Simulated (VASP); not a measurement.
Ge: single point with PBE

Ge:

```
Ge
1.0
     3.99759    0.00000    0.00000
    -1.99879    3.46201    0.00000
     0.00000    0.00000    6.40140
Ge
4
Direct
  0.66667 0.33333 0.06290
  0.33333 0.66667 0.56290
  0.66667 0.33333 0.43710
  0.33333 0.66667 0.93710
```

This cell differs from its parent crystal: zz strain of -3 %.

* Program: VASP 6.6.1
* Task: single point
* Functional: PBE
* Potentials or basis: VASP PAW PBE potentials, release 64 (Ge_d)
* Cutoff: 520 eV
* k mesh: 11 × 11 × 6
* Occupations: fermi-dirac, width 0.05 eV
* Spin: no spin polarisation
* Dipole correction: no
* Further INCAR settings: ALGO = Normal; EDIFF = 1e-06; NBANDS = 36

The pressure is 5.3 GPa, the largest force is 0.354 eV/Å and the band gap on the k mesh is zero (bands 28 and 29 overlap by 0.22 eV).

Forces in eV/Å, atoms in the order of the input:
```
Ge   0.000  0.000 -0.354
Ge   0.000  0.000 -0.354
Ge   0.000  0.000  0.354
Ge   0.000  0.000  0.354
```

Stress tensor (GPa, compression positive):
```
3.24 0.00 0.00
0.00 3.24 0.00
0.00 0.00 9.46
```

Levels at points of the mesh, in eV from the Fermi level:
| k point | band 24 | band 25 | band 26 | band 27 | band 28 | band 29 | band 30 | band 31 | band 32 | band 33 |
| --- | --- | --- | --- | --- | --- | --- | --- | --- | --- | --- |
| (0.00, 0.00, 0.00) | -1.72 | -1.72 | -0.31 | -0.18 | 0.11 | 0.11 | 0.32 | 2.06 | 2.06 | 3.08 |
| (0.00, 0.00, 0.50) | -4.80 | -1.02 | -1.02 | -1.02 | -1.02 | 0.57 | 0.57 | 3.28 | 3.28 | 3.28 |

Run time: 4.5 min on 1 thread of Intel Xeon 8259CL, on a shared host, peak memory 0.29 GiB.

Caveat: the cell differs from its parent crystal (zz strain of -3 %); the cell stands under pressure; semilocal functionals underestimate gaps, so a narrow gap can read as zero.
